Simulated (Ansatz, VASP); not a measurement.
Te: VASP beside Ansatz

The input INCAR:

```
PREC     = Accurate       # precision mode
ENCUT    = 520            # plane-wave cutoff, eV
EDIFF    = 1E-6           # SCF threshold, eV
ISMEAR   = -1             # smearing method
SIGMA    = 0.05           # smearing width, eV
LREAL    = False          # projectors in reciprocal space
LASPH    = True           # aspherical terms in the spheres
NELM     = 100            # most SCF steps
ALGO     = Normal         # electronic algorithm
ISIF     = 2              # what is computed and relaxed
LWAVE    = False          # write WAVECAR
LCHARG   = True           # write CHGCAR
GGA      = PS             # functional
LELF     = True           # ELF
LVHAR    = True         
NBANDS   = 9              # bands
```

File KPOINTS:

```
Automatic mesh
0
Gamma
  15 15 15
```

Contents of POSCAR:

```
Te
1.0
   -1.4492968931      1.4492968931      1.4492968931
    1.4492968931     -1.4492968931      1.4492968931
    1.4492968931      1.4492968931     -1.4492968931
Te
1
Direct
    0.0000000000      0.0000000000      0.0000000000
```

Input for Ansatz:

```yaml
crystal:
  lattice:
    - [-1.4492968931, 1.4492968931, 1.4492968931]
    - [1.4492968931, -1.4492968931, 1.4492968931]
    - [1.4492968931, 1.4492968931, -1.4492968931]
  atoms:
    - { symbol: Te, position: [0.0, 0.0, 0.0] }
kpoints:
  mp_grid: { grid: [15, 15, 15] }
scf:
  occupations: { method: fermi_dirac, width: 0.05 }
hamiltonian:
  xc: pbesol
  pseudopotentials: { kind: all_electron, lapw: { basis_error: 0.001 } }
output:
  forces: true
  stress: true
  eigenvalues: true
  populations: true
```

Change from the starting cell: volume scaled by 0.45, LAPW.

Alike in both runs: task single point; functional PBEsol; k mesh 15 × 15 × 15; occupations fermi-dirac, width 0.05 eV; no spin polarisation.

```csv
,VASP,Ansatz
version,VASP 6.6.1,Ansatz 0.2.0
potentials or method,"VASP PAW PBE potentials, release 64 (Te), cutoff 520 eV","all-electron LAPW, scalar-relativistic"
```

```csv
,VASP,Ansatz,Ansatz less VASP
pressure (GPa),329.6,321.5,-8.17
```

VASP's potentials were made for PBE, not for PBEsol. Both programs put the cell under a high pressure, so it lies far from rest at this level. Ansatz ran all-electron here, and VASP with PAW potentials.

Neither program's run includes spin-orbit coupling. Noted on VASP's run: the cell as given lies far from equilibrium.
